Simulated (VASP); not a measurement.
Input of a VASP 6.6.1 run:

Contents of INCAR:

```
  PREC = Accurate
  ENCUT = 600
  EDIFF = 1E-6
  ISMEAR = 0
  SIGMA = 0.1
  LREAL = False
  LASPH = True
  NELM = 80
  ALGO = Normal
  ISIF = 3
  LWAVE = False
  LCHARG = False
  GGA = PE
  IBRION = 2
  NSW = 90
  EDIFFG = -0.04
```

Contents of KPOINTS:

```
Automatic mesh
0
Gamma
  4 4 4
```

POSCAR

```
Al2Cl2F
1.0
    4.2753473100      0.0000000000      0.0000000000
    0.0000000000      4.2753473100      0.0000000000
    0.0000000000      0.0000000000      5.7822451800
Al Cl F
2 2 1
Direct
    0.5000000000      0.5000000000      0.7335791000
    0.5000000000      0.5000000000      0.2664209000
    0.0000000000      0.5000000000      0.5000000000
    0.5000000000      0.0000000000      0.5000000000
    0.5000000000      0.5000000000      0.0000000000
```

Potentials or basis: VASP PAW PBE potentials, release 64 (Al, Cl, F).

The run is started by

```sh
$ cat potpaw_PBE.64/Al/POTCAR potpaw_PBE.64/Cl/POTCAR potpaw_PBE.64/F/POTCAR > POTCAR
$ mpirun -np 1 vasp_std > vasp.out
```

Q: Estimate the space group after relaxing (to 0.1 Å).

A: P4/mmm (No. 123).

Q: What does it give for the relaxed volume?

A: 32.21 Å³/atom.

Q: Estimate the relaxed cell.

A: a = 5.076 Å, b = 5.076 Å, c = 6.250 Å, α = 90.00°, β = 90.00°, γ = 90.00°.

Final structure:
```cif
data_structure
_symmetry_space_group_name_H-M 'P 1'
_symmetry_Int_Tables_number 1
_cell_length_a 5.0762
_cell_length_b 5.0762
_cell_length_c 6.2495
_cell_angle_alpha 90.000
_cell_angle_beta 90.000
_cell_angle_gamma 90.000
_cell_volume 161.04
loop_
_atom_site_label
_atom_site_type_symbol
_atom_site_fract_x
_atom_site_fract_y
_atom_site_fract_z
_atom_site_occupancy
Al1 Al 0.50000 0.50000 0.69850 1
Al2 Al 0.50000 0.50000 0.30150 1
Cl1 Cl 0.00000 0.50000 0.50000 1
Cl2 Cl 0.50000 0.00000 0.50000 1
F1 F 0.50000 0.50000 0.00000 1
```

Caveat: the k points lie up to 0.31 Å⁻¹ apart in the final cell, too coarse for converged energies and pressures of a metal; the volume moved by over 15 % at a fixed basis, so the end points are rough; an odd number of electrons without spin polarisation forces a metal; a magnetic or distorted state may lie lower.
